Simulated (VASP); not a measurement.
BiTe: single point with PBE

Crystal: BiTe.

```xyz
2
Lattice="0.0000 3.2133 3.2133 3.2133 0.0000 3.2133 3.2133 3.2133 0.0000" Properties=species:S:1:pos:R:3 pbc="T T T"
Bi    0.0000    0.0000    0.0000
Te    3.2133    3.2133    3.2133
```

```
Program                : VASP 6.6.1
Task                   : single point
Functional             : PBE
Potentials or basis    : VASP PAW PBE potentials, release 64 (Bi_d, Te)
Cutoff                 : 520 eV
k mesh                 : 13 × 13 × 13
Occupations            : fermi-dirac, width 0.05 eV
Spin                   : no spin polarisation
Dipole correction      : no
Further INCAR settings : ALGO = Normal; EDIFF = 1e-07; NBANDS = 18
```

```
Pressure               : 1.8 GPa
Band gap on the k mesh : zero (an odd number of electrons rules out a gap without spin polarisation)
```

Levels at points of the mesh, in eV from the Fermi level:
```
           k point  band 7  band 8  band 9  band 10  band 11  band 12  band 13  band 14
(0.00, 0.00, 0.00)   -8.05   -2.59   -2.59    -2.59     2.21     2.21     2.21     4.64
```

Run time: 4.1 min on 1 thread of AMD EPYC 7R13 (shared host), peak memory 0.24 GiB.

Caveat: spin-orbit coupling is left out, which moves the levels of the heavy elements.
